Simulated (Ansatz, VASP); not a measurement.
# One calculation of ZnGa2O2, two programs

```xyz
5
Lattice="3.6331 0.0000 0.0000 0.0000 3.6331 0.0000 0.0000 0.0000 4.9545" Properties=species:S:1:pos:R:3 pbc="T T T"
Zn    0.0000    0.0000    0.0000
Ga    1.8166    1.8166    3.6729
Ga    1.8166    1.8166    1.2816
O     1.8166    0.0000    2.4772
O     0.0000    1.8166    2.4772
```

Change from the starting cell: species swapped into the BaAs2Pd2 type (P4/mmm, No. 123).

Alike in both runs: functional PBE; k mesh 6 × 6 × 4; occupations gaussian, width 0.1 eV; no spin polarisation.

Ansatz relaxed the structure, and its values are those at the end. VASP's run is a single point on that final structure, the one shown.

```csv
,VASP,Ansatz
version,VASP 6.6.1,Ansatz 0.2.0
potentials or method,"VASP PAW PBE potentials, release 64 (Zn, Ga_d, O), cutoff 520 eV","scalar-relativistic, plane waves, PAW"
valence electrons in the cell,50,50
```

|  | VASP | Ansatz | Ansatz less VASP |
| --- | --- | --- | --- |
| gap on the k mesh at the Fermi level (eV) | none | none | - |
| pressure (GPa) | 0.3 | -0.1 | -0.41 |
| rms of the force components (eV/Å) | 0.035 | 0.009 | -0.0256 |

A gap of «none» marks a metal or a gap that the smearing closes.
